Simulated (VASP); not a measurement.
Here is a VASP 6.6.1 calculation.

Contents of POSCAR:

```
Al
1.0
    2.8227735241      0.0000000000      0.0000000000
    0.0000000000      2.8227735241      0.0000000000
    0.0000000000      0.0000000000     19.6006973085
Al
3
Direct
    0.5000000000      0.5000000000      0.2040743723
    0.0000000000      0.0000000000      0.3086652017
    0.5000000000      0.5000000000      0.4132861796
```

Contents of INCAR.step1:

```
ALGO = Normal
DIPOL = 0.5 0.5 0.309
EDIFF = 1E-5
ENCUT = 440
GGA = PE
GGA_COMPAT = F
IDIPOL = 3
ISMEAR = 0
LASPH = T
LCHARG = F
LDIPOL = T
LREAL = F
LWAVE = T
NBANDS = 12
NELM = 120
NELMDL = -8
PREC = Accurate
SIGMA = 0.1
```

INCAR.step2

```
ALGO = Normal
DIPOL = 0.5 0.5 0.309
EDIFF = 1E-6
ENCUT = 440
GGA_COMPAT = F
IDIPOL = 3
ISIF = 2
ISMEAR = 0
ISTART = 1
LASPH = T
LCHARG = F
LDIPOL = T
LMIXTAU = T
LREAL = F
LWAVE = F
METAGGA = R2SCAN
NBANDS = 12
NELM = 120
PREC = Accurate
SIGMA = 0.1
```

File KPOINTS:

```
k-points
0
Gamma
  9 9 1
```

Potentials or basis: VASP PAW PBE potentials, release 64 (Al).

Command:

```sh
$ cat potpaw_PBE.64/Al/POTCAR > POTCAR
$ cp INCAR.step1 INCAR
$ mpirun -np 1 vasp_std > vasp.out
$ cp INCAR.step2 INCAR
$ mpirun -np 1 vasp_std > vasp.out
```

**Question.** What does it give for the largest force?

**Answer.** 0.152 eV/Å.

**Question.** Predict the band gap on the k mesh.

**Answer.** Zero (an odd number of electrons rules out a gap without spin polarisation).

Forces on the atoms (eV/Å):
```
Al   0.000  0.000 -0.152
Al   0.000  0.000  0.002
Al   0.000  0.000  0.150
```

Caveat: the PAW data sets were made with another functional, which shifts forces and pressure a little.
